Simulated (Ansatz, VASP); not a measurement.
One calculation of Cu, two programs

```
CELL_PARAMETERS angstrom
2.48610 0.00000 0.00000
-1.24305 2.15303 0.00000
0.00000 0.00000 4.07305
ATOMIC_POSITIONS crystal
Cu 0.33333 0.66667 0.25000
Cu 0.66667 0.33333 0.75000
```

Alike in both runs: functional LDA; k mesh 14 × 14 × 8; occupations fermi-dirac, width 0.1 eV; no spin polarisation.

Ansatz relaxed the structure, and its values are those at the end. VASP's run is a single point on that final structure, the one shown.

|  | VASP | Ansatz |
| --- | --- | --- |
| version | VASP 6.6.1 | Ansatz 0.2.0 |
| potentials or method | VASP PAW LDA potentials, release 64 (Cu), cutoff 520 eV | plane waves (420 eV) with PAW, scalar-relativistic |
| valence electrons in the cell | 22 | 38 |

Ansatz gave:

```
pressure (GPa) : 0.0
```

Problem. Estimate VASP's values.

Solution. Pressure (GPa): 1.2.

Ansatz warns that its potentials were made for another functional, while VASP's fit it. LDA's correlation is that of Perdew and Zunger in VASP and of Perdew and Wang (1992) in Ansatz. VASP's potentials hold 22 valence electrons a cell and Ansatz's 38, so a difference there can come from the potentials and not from the codes.
